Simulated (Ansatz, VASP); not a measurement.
# ZrC: VASP beside Ansatz

```
Zr C
1.0
     0.00000    2.35021    2.35021
     2.35021    0.00000    2.35021
     2.35021    2.35021    0.00000
Zr C
1 1
Direct
  0.50000 0.50000 0.56017
  0.00000 0.00000 0.00000
```

Alike in both runs: task single point; functional PBE; k mesh 15 × 15 × 15; occupations fermi-dirac, width 0.05 eV; no spin polarisation.

```csv
,VASP,Ansatz
version,VASP 6.6.1,Ansatz 0.2.0
potentials or method,"VASP PAW PBE potentials, release 64 (Zr_sv, C), cutoff 520 eV","all-electron LAPW, scalar-relativistic"
```

VASP gave:

```
pressure (GPa)                                                : 4.5
traceless stress, the component that is largest in VASP (GPa) : -3.86
rms of the force components (eV/Å)                            : 0.763
```

Task: What did Ansatz give for the same quantities?

Result: Pressure (GPa): 4.3; traceless stress, the component that is largest in VASP (GPa): -3.84; rms of the force components (eV/Å): 0.760.

Atom by atom the forces differ by 0.003 eV/Å (rms over components). Ansatz ran all-electron here, and VASP with PAW potentials.
